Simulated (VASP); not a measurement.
K2LiSbF6, 10 atoms in the cell. Symmetry: Fm-3m, No. 225, cubic system. Conventional cell: a = 8.599 Å, b = 8.599 Å, c = 8.599 Å, α = 90.00°, β = 90.00°, γ = 90.00°. K (site symmetry -43m) has 12 F at 3.04 Å and 4 Li at 3.72 Å and 4 Sb at 3.72 Å within 4.0 Å. Li (site symmetry m-3m) has 6 F at 2.10 Å within 2.8 Å. Within 2.9 Å of Sb (site symmetry m-3m) lie 6 F at 2.20 Å. Within 2.8 Å of F (site symmetry 4mm) lie 1 Li at 2.10 Å and 1 Sb at 2.20 Å. 

| Quantity | Value |
| --- | --- |
| Program | VASP 6.6.1 |
| Task | single point |
| Functional | PBEsol |
| Potentials or basis | VASP PAW PBE potentials, release 64 (K_sv, Li_sv, Sb, F) |
| Cutoff | 750 eV |
| k mesh | 4 × 4 × 4 |
| Occupations | gaussian, width 0.01 eV |
| Spin | no spin polarisation |
| Dipole correction | no |
| Further INCAR settings | ALGO = Normal; EDIFF = 1e-06; NBANDS = 45 |

Potentials or basis: VASP PAW PBE potentials, release 64 (K_sv, Li_sv, Sb, F).

Run with:

```console
$ cat potpaw_PBE.64/K_sv/POTCAR potpaw_PBE.64/Li_sv/POTCAR potpaw_PBE.64/Sb/POTCAR potpaw_PBE.64/F/POTCAR > POTCAR
$ mpirun -np 1 vasp_std > vasp.out
```

Hardware: 1 thread of Intel(R) Xeon(R) Platinum 8375C CPU @ 2.90GHz (Ice Lake), on a shared host.

Problem. How long does it take, and how much memory?

Solution. It took 110 s on 1 thread of Intel(R) Xeon(R) Platinum 8375C CPU @ 2.90GHz (Ice Lake), on a shared host, peak memory 0.44 GiB. Counts: scf iterations 14, k points 8.
